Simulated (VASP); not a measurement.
Write the native input for VASP 6.6.1 that does the following.

| Item | Value |
| --- | --- |
| Task | single point |
| Functional | PBEsol |
| Potentials or basis | VASP PAW PBE potentials, release 64 (Sn_d) |
| Cutoff | 520 eV |
| k mesh | 18 × 18 × 18 |
| Occupations | gaussian, width 0.15 eV |
| Spin | no spin polarisation |
| Dipole correction | no |
| Further INCAR settings | ALGO = Fast; EDIFF = 1e-06; NBANDS = 13 |

The structure of Sn lies in POSCAR:

```
Sn
1.0
   -1.8662320419      1.8662320419      1.8946518192
    1.8662320419     -1.8662320419      1.8946518192
    1.8662320419      1.8662320419     -1.8946518192
Sn
1
Direct
    0.0000000000      0.0000000000      0.0000000000
```

This cell differs from its parent crystal: strain -0.015 along x and y, +0.000 along z.

One way to write it, as run:

INCAR

```
PREC = Accurate ; ENCUT = 520
EDIFF = 1E-6 ; ISMEAR = 0
SIGMA = 0.15 ; LREAL = False
LASPH = True ; NELM = 60
ALGO = Fast ; ISIF = 2
LWAVE = False ; LCHARG = False
GGA = PS ; NBANDS = 13
```

KPOINTS

```
regular mesh
0
Gamma
  18 18 18
```

Potentials or basis: VASP PAW PBE potentials, release 64 (Sn_d).

Run with:

```sh
$ cat potpaw_PBE.64/Sn_d/POTCAR > POTCAR
$ mpirun -np 1 vasp_std > vasp.out
```

Results of the run:

```yaml
Pressure: -0.4 GPa
Band_gap_on_the_k_mesh: zero (band 7 reaches 16.45 eV, above the bottom of band 8 at 5.74 eV)
```

Caveat: the cell differs from its parent crystal (strain -0.015 along x and y, +0.000 along z); the PAW data sets were made with another functional, which shifts forces and pressure a little; spin-orbit coupling is left out, which moves the levels of the heavy elements.

Run time: 84 s on 1 thread of Intel Xeon 6975P-C, on a shared host, peak memory 0.26 GiB.
